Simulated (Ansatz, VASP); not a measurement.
Ba: VASP beside Ansatz

The input POSCAR:

```
Ba
1.0
    0.0000000000      3.7408089443      3.7408089443
    3.7408089443      0.0000000000      3.7408089443
    3.7408089443      3.7408089443      0.0000000000
Ba
2
Direct
    0.1250000000      0.1250000000      0.1250000000
    0.8750000000      0.8750000000      0.8750000000
```

File INCAR.step1:

```
SYSTEM = Ba
PREC = Accurate
ENCUT = 520
ISMEAR = -1
SIGMA = 0.1
LREAL = .False.
LASPH = .True.
NELM = 60
NBANDS = 17
GGA = PE
ALGO = Normal
EDIFF = 1E-4
LWAVE = .True.
LCHARG = .False.
```

The input INCAR.step2:

```
SYSTEM = Ba
PREC = Accurate
ENCUT = 520
EDIFF = 1E-6
ISMEAR = -1
SIGMA = 0.1
LREAL = .False.
LASPH = .True.
NELM = 60
ALGO = Normal
ISIF = 2
LWAVE = .False.
LCHARG = .False.
METAGGA = R2SCAN
LMIXTAU = .True.
NBANDS = 17
ISTART = 1
```

File KPOINTS:

```
Automatic mesh
0
Gamma
  8 8 8
  0 0 0
```

Input for Ansatz:

```yaml
crystal:
  lattice:
    - [0.0, 3.7408089443, 3.7408089443]
    - [3.7408089443, 0.0, 3.7408089443]
    - [3.7408089443, 3.7408089443, 0.0]
  atoms:
    - { symbol: Ba, position: [0.125, 0.125, 0.125] }
    - { symbol: Ba, position: [0.875, 0.875, 0.875] }
hamiltonian:
  xc: r2scan
  pseudopotentials:
    kind: paw
    azcp:
      Ba: "pseudopotentials/Ba.paw.azcp"
basis:
  ecutwfc: 500
  fft_grid_basis: typed
kpoints:
  mp_grid: { grid: [8, 8, 8], shift: [0, 0, 0] }
magnetization:
  spin_polarized: false
scf:
  occupations: { method: fermi_dirac, width: 0.1 }
  lower_state_search: "off"
output:
  stress: true
```

Alike in both runs: task single point; functional r2SCAN; k mesh 8 × 8 × 8; occupations fermi-dirac, width 0.1 eV; no spin polarisation.

```csv
,VASP,Ansatz
version,VASP 6.6.1,Ansatz 0.2.0
potentials or method,"VASP PAW PBE potentials, release 64 (Ba_sv), cutoff 520 eV","plane waves (500 eV) with PAW, scalar-relativistic"
valence electrons in the cell,20,20
```

```tsv
	VASP	Ansatz	Ansatz less VASP
pressure (GPa)	1.2	0.5	-0.66
```

VASP's potentials were made for PBE, not for r2SCAN.

Spin-orbit coupling is off throughout.
